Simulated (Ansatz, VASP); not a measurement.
## Two plane-wave programs on Sc3PdRu

Contents of INCAR:

```
PREC = Accurate ; ENCUT = 600
EDIFF = 1E-6 ; ISMEAR = 0
SIGMA = 0.1 ; LREAL = F
LASPH = T ; NELM = 80
ALGO = Fast ; ISIF = 3
LWAVE = F ; LCHARG = F
GGA = PE ; IBRION = 2
NSW = 100 ; EDIFFG = -0.01
```

The input KPOINTS:

```
regular mesh
0
Gamma
  8 8 8
```

POSCAR

```
Sc3PdRu
1.0
    4.9023291962      0.0000000000      0.0000000000
    0.0000000000      4.9023291962      0.0000000000
    0.0000000000      0.0000000000      4.9023291962
Sc Ru Pd
3 1 1
Direct
    0.0000000000      0.5000000000      0.5000000000
    0.5000000000      0.0000000000      0.5000000000
    0.5000000000      0.5000000000      0.0000000000
    0.5000000000      0.5000000000      0.5000000000
    0.0000000000      0.0000000000      0.0000000000
```

Input for Ansatz:

```yaml
crystal:
  lattice:
    - [4.9023291962, 0.0, 0.0]
    - [0.0, 4.9023291962, 0.0]
    - [0.0, 0.0, 4.9023291962]
  atoms:
    - { symbol: Sc, position: [0.0, 0.5, 0.5] }
    - { symbol: Sc, position: [0.5, 0.0, 0.5] }
    - { symbol: Sc, position: [0.5, 0.5, 0.0] }
    - { symbol: Ru, position: [0.5, 0.5, 0.5] }
    - { symbol: Pd, position: [0.0, 0.0, 0.0] }
basis:
  ecutwfc: 420
kpoints:
  mp_grid: { grid: [8, 8, 8] }
hamiltonian:
  xc: pbe
scf:
  occupations: { method: gaussian, width: 0.1 }
output:
  forces: true
  stress: true
  eigenvalues: true
  write_density: true
  write_potential: true
  elf: true
  volumetric_format: npy
relax:
  adjacent_minimum: "off"
  f_tol: 0.01
  max_steps: 80
  cell: { stress_tol: 0.05 }
```

Alike in both runs: task relaxation of cell and atoms; functional PBE; k mesh 8 × 8 × 8; occupations gaussian, width 0.1 eV; no spin polarisation.

```csv
,VASP,Ansatz
version,VASP 6.6.1,Ansatz 0.2.0
potentials or method,"VASP PAW PBE potentials, release 64 (Sc_sv, Ru_pv, Pd), cutoff 600 eV","scalar-relativistic, plane waves, PAW"
valence electrons in the cell,57,67
```

|  | VASP | Ansatz | Ansatz less VASP |
| --- | --- | --- | --- |
| gap on the k mesh at the Fermi level, each at its own relaxed structure (eV) | none | none | - |
| relaxed volume (Å³/atom) | 23.71 | 23.63 | -0.086 |
| relaxed length of the cell vector where the two differ most in proportion (Å) | 4.913 | 4.907 | -0.0060 |

A gap of «none» marks a metal or a gap that the smearing closes. VASP's potentials hold 57 valence electrons a cell and Ansatz's 67, so a difference there can come from the potentials and not from the codes.
